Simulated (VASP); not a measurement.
A run of VASP 6.6.1 is set up as follows.

The input INCAR:

```
SYSTEM = CaO
PREC = Accurate
ENCUT = 910
EDIFF = 1E-6
ISMEAR = 0
SIGMA = 0.02
LREAL = .False.
LASPH = .True.
NELM = 120
ALGO = Normal
ISIF = 2
LWAVE = .False.
LCHARG = .False.
GGA = CA
NBANDS = 15
GGA_COMPAT = .False.
```

KPOINTS

```
Automatic mesh
0
Gamma
  8 8 8
  0 0 0
```

The input POSCAR:

```
CaO
1.0
    0.0000000000      2.3540440847      2.3540440847
    2.3540440847      0.0000000000      2.3540440847
    2.3540440847      2.3540440847      0.0000000000
Ca O
1 1
Direct
    0.0000000000      0.0000000000      0.0000000000
    0.5000000000      0.5000000000      0.5000000000
```

Potentials or basis: VASP PAW LDA potentials, release 64 (Ca_sv, O_h).

Launch:

```sh
$ cat potpaw_LDA.64/Ca_sv/POTCAR potpaw_LDA.64/O_h/POTCAR > POTCAR
$ mpirun -np 1 vasp_std > vasp.out
```

**Question.** Estimate the pressure.

**Answer.** 0.8 GPa.

**Question.** What does it give for the band gap on the k mesh?

**Answer.** 3.42 eV, indirect (least direct gap 3.78 eV).

Caveat: the cutoff is under 1.25 times the usual one of these potentials, so pressure, stress and relaxed cells hold a basis-set (Pulay) error. A hybrid or GW would open this gap; LDA tends to underestimate it.
